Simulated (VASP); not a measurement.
# InSb: single point with PBE

Crystal: InSb.

```xyz
2
Lattice="-3.0568 3.0568 1.6825 3.0568 -3.0568 1.6825 3.0568 3.0568 -1.6825" Properties=species:S:1:pos:R:3 pbc="T T T"
In    3.0568    0.0000    0.8412
Sb    0.0000    0.0000    0.0000
```

```json
{"Program": "VASP 6.6.1", "Task": "single point", "Functional": "PBE", "Potentials or basis": "VASP PAW PBE potentials, release 64 (In_d, Sb)", "Cutoff": "520 eV", "k mesh": "16 × 16 × 16", "Occupations": "gaussian, width 0.15 eV", "Spin": "no spin polarisation", "Dipole correction": "no", "Further INCAR settings": "ALGO = Normal; EDIFF = 1e-07; NBANDS = 16"}
```

The pressure is -3.7 GPa. The band gap on the k mesh is zero (bands 9 and 10 overlap by 3.79 eV).

Stress tensor (GPa, compression positive):
```
-3.60  0.00  0.00
 0.00 -3.60  0.00
 0.00  0.00 -3.87
```

Levels at points of the mesh, in eV from the Fermi level:
| k point | band 7 | band 8 | band 9 | band 10 | band 11 | band 12 |
| --- | --- | --- | --- | --- | --- | --- |
| (0.00, 0.00, 0.00) | -3.44 | -1.71 | -1.71 | 3.48 | 3.91 | 5.93 |
| (0.50, 0.00, 0.00) | -4.42 | -2.10 | -1.07 | -1.01 | 2.65 | 2.65 |
| (0.50, 0.50, 0.00) | -6.73 | -0.32 | 1.58 | 1.61 | 1.82 | 3.64 |
| (0.50, 0.50, 0.50) | -5.11 | -3.97 | -3.97 | 3.14 | 5.35 | 8.03 |

Wall time 5.5 min on 1 thread of AMD EPYC 7R13 Processor (Zen 3) (shared host), peak memory 0.46 GiB.

Caveat: the cell stands under tension; spin-orbit coupling is left out, which moves the levels of the heavy elements.
